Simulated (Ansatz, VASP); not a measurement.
One calculation of HRh6, two programs

```xyz
14
Lattice="5.4166 0.0000 0.0000 -2.7083 4.6909 0.0000 0.0000 0.0000 22.2966" Properties=species:S:1:pos:R:3 pbc="T T T"
Rh    1.3541    0.7818    4.0000
Rh    0.0000    3.1273    4.0000
Rh    4.0624    0.7818    4.0000
Rh    2.7083    3.1273    4.0000
Rh    0.0000    1.5636    6.1489
Rh   -1.3541    3.9091    6.1489
Rh    2.7083    1.5636    6.1489
Rh    1.3541    3.9091    6.1489
Rh    0.0000    0.0000    8.2966
Rh   -1.3541    2.3455    8.2966
Rh    2.7083    0.0000    8.2966
Rh    1.3541    2.3455    8.2966
H     0.0000    1.4210    8.7466
H     0.0000    3.2700    8.7466
```

Alike in both runs: task single point; functional PBE; k mesh 6 × 6 × 1; occupations gaussian, width 0.1 eV; no spin polarisation.

|  | VASP | Ansatz |
| --- | --- | --- |
| version | VASP 6.6.1 | Ansatz 0.2.0 |
| potentials or method | VASP PAW PBE potentials, release 64 (Rh_pv, H), cutoff 520 eV | scalar-relativistic, plane waves, PAW |
| valence electrons in the cell | 182 | 206 |

```csv
,VASP,Ansatz,Ansatz less VASP
gap on the k mesh at the Fermi level (eV),none,none,-
rms of the force components (eV/Å),1.185,1.170,-0.0150
```

Atom by atom the forces differ by 0.015 eV/Å (rms over components). A gap of «none» marks a metal or a gap that the smearing closes. VASP's potentials hold 182 valence electrons a cell and Ansatz's 206, so a difference there can come from the potentials and not from the codes.
